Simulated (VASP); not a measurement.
# Sc (P6/mmm) in VASP: a series of runs, part 2 of 2

VASP 6.6.1. The steps go on from the part before.

### Step 4. Relaxation of cell and atoms, PBEsol

INCAR reads:

```
  PREC = Accurate
  ENCUT = 600
  EDIFF = 1E-6
  ISMEAR = 0
  SIGMA = 0.1
  LREAL = F
  LASPH = T
  NELM = 100
  ALGO = Normal
  ISIF = 3
  LWAVE = F
  LCHARG = F
  GGA = PS
  IBRION = 2
  NSW = 100
  EDIFFG = -0.01
```

KPOINTS reads:

```
Automatic mesh
0
Gamma
  12 12 14
```

POSCAR reads:

```
Sc
1.0
    5.0538565871      0.0000000000      0.0000000000
   -2.5269282936      4.3767681915      0.0000000000
    0.0000000000      0.0000000000      3.1914976069
Sc
3
Direct
    0.0000000000      0.0000000000      0.0000000000
    0.3333333333      0.6666666667      0.5000000000
    0.6666666667      0.3333333333      0.5000000000
```

Potentials or basis: VASP PAW PBE potentials, release 64 (Sc_sv).

The run is started by

```bash
$ cat potpaw_PBE.64/Sc_sv/POTCAR > POTCAR
$ mpirun -np 1 vasp_std > vasp.out
```

OUTCAR:

```text
PREC = Accurate
   ENCUT = 600
   EDIFF = 1E-6
   ISMEAR = 0
   LREAL = F
   LASPH = T
   NELM = 100
   ISIF = 3
   GGA = PS
   IBRION = 2
   NSW = 100
   EDIFFG = -0.01

 ion  position               nearest neighbor table
   1  0.000  0.000  0.000-   2 3.33   3 3.33   2 3.33   3 3.33   3 3.33   3 3.33   2 3.33   2 3.33
                             3 3.33   3 3.33   2 3.33   2 3.33
   2  0.333  0.667  0.500-   3 2.92   3 2.92   3 2.92   1 3.33   1 3.33   1 3.33   1 3.33   1 3.33
                             1 3.33
   3  0.667  0.333  0.500-   2 2.92   2 2.92   2 2.92   1 3.33   1 3.33   1 3.33   1 3.33   1 3.33
                             1 3.33

  LATTYP: Found a hexagonal cell.
 ALAT       =     5.0538565871
 C/A-ratio  =     0.6314974618

  Lattice vectors:

 A1 = (   5.0538565871,   0.0000000000,   0.0000000000)
 A2 = (  -2.5269282936,   4.3767681915,   0.0000000000)
 A3 = (   0.0000000000,   0.0000000000,   3.1914976069)

Analysis of symmetry for initial positions (statically):
=====================================================================
 Subroutine PRICEL returns:
[... 220 lines left out ...]

 E-fermi :   3.7891     XC(G=0): -10.1853

 val. band max:        3.7816714113   @ k =   0.4167   0.1667   0.2143
 cond. band min:       3.7921318065   @ k =   0.4167   0.0000   0.3571
 fundamental gap:      0.0104603952
 Fermi energy:         3.7891248459

 k-point     1 :       0.0000    0.0000    0.0000
  band No.  band energies     occupation
      1     -45.2776      2.00000
      2     -45.2002      2.00000
      3     -45.1409      2.00000
      4     -24.1553      2.00000
      5     -24.1553      2.00000
      6     -24.0229      2.00000
[... 541 lines left out ...]
     19       4.8823      0.00000
     20       5.2531      0.00000

 [... further k-points ...]

------------------------ aborting loop because EDIFF is reached ----------------------------------------

  FORCE on cell =-STRESS in cart. coord.  units (eV):
  Direction    XX          YY          ZZ          XY          YZ          ZX
  --------------------------------------------------------------------------------------
  -------------------------------------------------------------------------------------
  Total       -0.0039573     -0.0039573      0.0243670      0.0000000     -0.0000000      0.0000000
  in kB       -0.0899978     -0.0899978      0.5541589      0.0000000     -0.0000000      0.0000000
  external PRESSURE =       0.1247211 kB  Pullay stress =       0.0000000 kB

 VOLUME and BASIS-vectors are now :
 -----------------------------------------------------------------------------
  energy-cutoff  :      600.00
  volume of cell :       70.45
      direct lattice vectors                 reciprocal lattice vectors
     5.047475203  0.000000000  0.000000000     0.198118853  0.114383973  0.000000000
    -2.523737602  4.371241751 -0.000000000    -0.000000000  0.228767947  0.000000000
    -0.000000000 -0.000000000  3.193002557    -0.000000000  0.000000000  0.313184842

 POSITION                                       TOTAL-FORCE (eV/Angst)
 -----------------------------------------------------------------------------------
      0.00000      0.00000      0.00000         0.000000      0.000000      0.000000
     -0.00000      2.91416      1.59650        -0.000000     -0.000000      0.000000
      2.52374      1.45708      1.59650        -0.000000      0.000000     -0.000000
 -----------------------------------------------------------------------------------
    total drift:                               -0.000000      0.000000      0.000000

  FREE ENERGIE OF THE ION-ELECTRON SYSTEM (eV)
  ---------------------------------------------------
  free  energy   TOTEN  =       -19.6590310529 eV

  energy  without entropy=      -19.6286099801  energy(sigma->0) =      -19.64382052

 reached required accuracy - stopping structural energy minimisation
```

Wall time 2.8 min (1 thread of Intel Xeon 6975P-C (Granite Rapids), shared host); peak memory 0.36 GiB.

What came out:

| Quantity | Value |
| --- | --- |
| Free energy | -19.6590 eV |
| Relaxed volume | 23.48 Å³/atom |
| Relaxed cell | a = 5.047 Å, b = 5.047 Å, c = 3.193 Å, α = 90.00°, β = 90.00°, γ = 120.00° |
| Space group after relaxing (to 0.05 Å) | P6/mmm (No. 191) |
| Energy gained by relaxing | 0.0 meV/atom |
| Ionic steps | 2 |
| Pressure after relaxing | 0.0 GPa |

The path:
```
step  energy change (eV)  largest force (eV/Å)  pressure (GPa)  volume (Å³)
   1              0.0000                0.0000           -0.10        70.59
   2             -0.0001                0.0000            0.01        70.45
```

Final structure:
```cif
data_structure
_symmetry_space_group_name_H-M 'P 1'
_symmetry_Int_Tables_number 1
_cell_length_a 5.0475
_cell_length_b 5.0475
_cell_length_c 3.1930
_cell_angle_alpha 90.000
_cell_angle_beta 90.000
_cell_angle_gamma 120.000
_cell_volume 70.45
loop_
_atom_site_label
_atom_site_type_symbol
_atom_site_fract_x
_atom_site_fract_y
_atom_site_fract_z
_atom_site_occupancy
Sc1 Sc 0.00000 0.00000 0.00000 1
Sc2 Sc 0.33333 0.66667 0.50000 1
Sc3 Sc 0.66667 0.33333 0.50000 1
```

Caveat: the PAW data sets were made with another functional, which shifts forces and pressure a little.

### Step 5. The runs side by side

```tsv
task	cell	k mesh	cutoff (eV)	gap on the mesh (eV)	pressure (GPa)	relaxed volume (Å³/atom)
single point	a = 5.054, b = 5.054, c = 3.191 Å, angles 90.0, 90.0, 120.0°, 3 atoms	6 × 6 × 6	520	none	-0.1	-
relaxation of cell and atoms	relaxed from a = 5.476, b = 5.476, c = 3.357 Å, angles 90.0, 90.0, 120.0°, 3 atoms	6 × 6 × 6	600	none	-0.2	23.59
relaxation of cell and atoms	relaxed from a = 5.054, b = 5.054, c = 3.191 Å, angles 90.0, 90.0, 120.0°, 3 atoms	12 × 12 × 14	600	none	0.0	23.48
```

Alike in all rows: level PBEsol; potentials or basis VASP PAW PBE potentials, release 64 (Sc_sv); no spin polarisation; smearing gaussian 0.1 eV.

Caveats: the PAW data sets were made with another functional, which shifts forces and pressure a little; the volume moved by over 15 % at a fixed basis, so the end points are rough (some runs).

Total energies depend on the potentials used, so only differences within one code and one set of settings carry meaning.
